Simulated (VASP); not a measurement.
Write the native input for VASP 6.6.1 that does the following.

```
Task                   : single point
Functional             : LDA
Potentials or basis    : VASP PAW LDA potentials, release 64 (Mg, Pb_d, N)
Cutoff                 : 520 eV
k mesh                 : 12 × 12 × 4
Occupations            : gaussian, width 0.05 eV
Spin                   : no spin polarisation
Dipole correction      : no
Further INCAR settings : ALGO = Normal; EDIFF = 1e-06; NBANDS = 28
```

The structure of MgPb2N2 lies in POSCAR:

```
MgPb2N2
1.0
    3.2856820171      0.0000000000      0.0000000000
   -1.6428410086      2.8454840956      0.0000000000
    0.0000000000      0.0000000000      9.8407940630
Mg Pb N
1 2 2
Direct
    0.0000000000      0.0000000000      0.0000000000
    0.6666666667      0.3333333333      0.2865500000
    0.3333333333      0.6666666667      0.7134500000
    0.6666666667      0.3333333333      0.8618210000
    0.3333333333      0.6666666667      0.1381790000
```

This cell differs from its parent crystal: ratio of the length along z to the lengths across it x 1.1, volume and fractional coordinates fixed.

The input as run:

INCAR

```
PREC = Accurate
ENCUT = 520
EDIFF = 1E-6
ISMEAR = 0
SIGMA = 0.05
LREAL = False
LASPH = True
NELM = 100
ALGO = Normal
ISIF = 2
LWAVE = False
LCHARG = False
NBANDS = 28
```

KPOINTS

```
Automatic mesh
0
Gamma
  12 12 4
```

Potentials or basis: VASP PAW LDA potentials, release 64 (Mg, Pb_d, N).

The run is started by

```bash
$ cat potpaw_LDA.64/Mg/POTCAR potpaw_LDA.64/Pb_d/POTCAR potpaw_LDA.64/N/POTCAR > POTCAR
$ mpirun -np 1 vasp_std > vasp.out
```

It gave:

```
Pressure               : -5.8 GPa
Largest force          : 1.493 eV/Å
Band gap on the k mesh : 0.76 eV, indirect (least direct gap 1.13 eV)
```

Caveat: spin-orbit coupling is left out, which moves the levels of the heavy elements; forces of over 1 eV/Å act on the atoms, so gaps and moduli don't describe the material at rest.

Run time: 95 s on 1 thread of AMD EPYC 9R45 96-Core Processor (Zen 5) (shared host), peak memory 0.26 GiB.
